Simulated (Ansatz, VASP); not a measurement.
**Two plane-wave programs on MgCd2SO2**

```
CELL_PARAMETERS angstrom
-2.12915 2.12915 5.46317
2.12915 -2.12915 5.46317
2.12915 2.12915 -5.46317
ATOMIC_POSITIONS crystal
Mg 0.50000 0.50000 0.00000
Cd 0.75000 0.25000 0.50000
Cd 0.25000 0.75000 0.50000
S 0.00000 0.00000 0.00000
O 0.32175 0.32175 0.00000
O 0.67825 0.67825 0.00000
```

Alike in both runs: functional PBE; k mesh 4 × 4 × 4; occupations gaussian, width 0.1 eV; no spin polarisation.

Ansatz relaxed the structure, and its values are those at the end. VASP's run is a single point on that final structure, the one shown.

```csv
,VASP,Ansatz
version,VASP 6.6.1,Ansatz 0.2.0
potentials or method,"VASP PAW PBE potentials, release 64 (Mg, Cd, S, O), cutoff 520 eV","scalar-relativistic, plane waves, PAW"
valence electrons in the cell,44,68
```

VASP gave:

| Property | Result |
| --- | --- |
| gap on the k mesh at the Fermi level (eV) | 0.23 |
| least direct gap on the mesh (eV) | 0.38 |
| pressure (GPa) | 0.9 |
| rms of the force components (eV/Å) | 0.038 |

Task: Which values does Ansatz return?

Result: gap on the k mesh at the Fermi level (eV): 0.24; least direct gap on the mesh (eV): 0.39; pressure (GPa): 0.2; rms of the force components (eV/Å): 0.001.

VASP's potentials hold 44 valence electrons a cell and Ansatz's 68, so a difference there can come from the potentials and not from the codes.

The k mesh is coarse, so the values compare programs but aren't converged.
